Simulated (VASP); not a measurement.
## KCl: relaxation of cell and atoms with r2SCAN

KCl:

```
CELL_PARAMETERS angstrom
3.14647 3.14647 0.00000
-3.14647 3.14647 0.00000
0.00000 3.14647 3.14647
ATOMIC_POSITIONS crystal
K 0.00000 0.00000 0.00000
Cl 0.50000 0.50000 0.00000
```

```json
{"Program": "VASP 6.6.1", "Task": "relaxation of cell and atoms", "Functional": "r2SCAN", "Potentials or basis": "VASP PAW PBE potentials, release 64 (K_sv, Cl)", "Cutoff": "600 eV", "k mesh": "10 × 10 × 10", "Occupations": "fermi-dirac, width 0.08 eV", "Spin": "no spin polarisation", "Dipole correction": "no", "Further INCAR settings": "ALGO = Normal; EDIFF = 1e-06; IBRION = 2; EDIFFG = -0.002; NSW = 100; ISIF = 3"}
```

```json
{
 "Relaxed volume": "31.19 Å³/atom",
 "Relaxed cell": "a = 4.452 Å, b = 4.452 Å, c = 4.452 Å, α = 60.00°, β = 60.00°, γ = 90.00°",
 "Space group after relaxing (to 0.05 Å)": "Fm-3m (No. 225)",
 "Energy gained by relaxing": "0.0 meV/atom",
 "Ionic steps": "4",
 "Pressure after relaxing": "0.0 GPa",
 "Band gap on the k mesh": "5.83 eV, direct"
}
```

Final structure:
```yaml
crystal:
  lattice:
    - [3.14779, 3.14779, 0.00000]
    - [-3.14779, 3.14779, 0.00000]
    - [0.00000, 3.14779, 3.14779]
  atoms:
    - { symbol: K, position: [0.00000, 0.00000, 0.00000] }
    - { symbol: Cl, position: [0.50000, 0.50000, 0.00000] }
```

Levels at points of the mesh, in eV from the valence-band top:
```tsv
k point	band 6	band 7	band 8	band 9	band 10	band 11
(0.00, 0.00, 0.00)	0.00	0.00	0.00	5.83	9.03	9.03
(0.50, 0.00, 0.00)	-1.04	-0.32	-0.32	8.13	9.24	11.32
(0.50, 0.50, 0.00)	-0.67	-0.23	-0.23	7.03	9.21	10.69
```

Run time: 2.7 min on 1 thread of Intel(R) Xeon(R) 6975P-C (Granite Rapids), on a shared host, peak memory 0.25 GiB.

Caveat: the PAW data sets were made with another functional, which shifts forces and pressure a little. r2SCAN opens gaps a little over a GGA but as a rule still falls short of measured ones.
